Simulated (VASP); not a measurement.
The system is Sn.

```
Sn
1.0
     3.22448    0.00000    0.00000
    -1.61224    2.79249    0.00000
     0.00000    0.00000    3.20239
Sn
1
Direct
  0.00000 0.00000 0.50000
```

The cell was built from a structure type or drawn by symmetry, and may not be a known phase.

| Property | Result |
| --- | --- |
| Program | VASP 6.6.1 |
| Task | relaxation of cell and atoms |
| Functional | PBE |
| Potentials or basis | VASP PAW PBE potentials, release 64 (Sn_d) |
| Cutoff | 600 eV |
| k mesh | 18 × 18 × 18 |
| Occupations | gaussian, width 0.1 eV |
| Spin | no spin polarisation |

At the start: pressure -0.4 GPa; volume 28.84 Å³/atom.

Task: How do energy, volume and symmetry change on relaxing?

Result: Over 7 steps the energy falls by 20.6 meV/atom and the volume is 28.39 Å³/atom (-1.5 %); space group P6/mmm (No. 191, to 0.1 Å) before and after.

The path:
```tsv
step	energy change (eV)	largest force (eV/Å)	pressure (GPa)	volume (Å³)
1	0.0000	0.0000	-0.40	28.84
2	-0.0204	0.0000	-0.19	28.51
3	-0.0206	0.0000	-0.15	28.48
4	-0.0206	0.0000	-0.15	28.49
5	-0.0206	0.0000	0.05	28.38
6	-0.0206	0.0000	-0.02	28.40
7	-0.0206	0.0000	0.02	28.39
```

Final structure:
```
Sn
1.0
     3.26598    0.00000    0.00000
    -1.63299    2.82842    0.00000
     0.00000    0.00000    3.07369
Sn
1
Direct
  0.00000 0.00000 0.50000
```
